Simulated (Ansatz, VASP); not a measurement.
**Two plane-wave programs on Nb3Sn**

```
Nb Sn
1.0
     4.21896    0.00000    0.00000
     0.00000    4.21896    0.00000
     0.00000    0.00000    4.21896
Nb Sn
3 1
Direct
  0.00000 0.50000 0.50000
  0.50000 0.00000 0.50000
  0.50000 0.50000 0.00000
  0.00000 0.00000 0.00000
```

Alike in both runs: functional r2SCAN; k mesh 4 × 4 × 4; occupations gaussian, width 0.1 eV; no spin polarisation.

Ansatz relaxed the structure, and its values are those at the end. VASP's run is a single point on that final structure, the one shown.

|  | VASP | Ansatz |
| --- | --- | --- |
| version | VASP 6.6.1 | Ansatz 0.2.0 |
| potentials or method | VASP PAW PBE potentials, release 64 (Nb_sv, Sn_d), cutoff 520 eV | scalar-relativistic, plane waves, PAW |
| valence electrons in the cell | 53 | 53 |

Ansatz gave:

| Item | Value |
| --- | --- |
| gap on the k mesh at the Fermi level (eV) | none |
| pressure (GPa) | 0.0 |

**Question.** Estimate VASP's values.

**Answer.** gap on the k mesh at the Fermi level (eV): none; pressure (GPa): -0.1.

VASP's potentials were made for PBE, not for r2SCAN. A gap of «none» marks a metal or a gap that the smearing closes.

The k mesh is coarse, so the values compare programs but aren't converged.
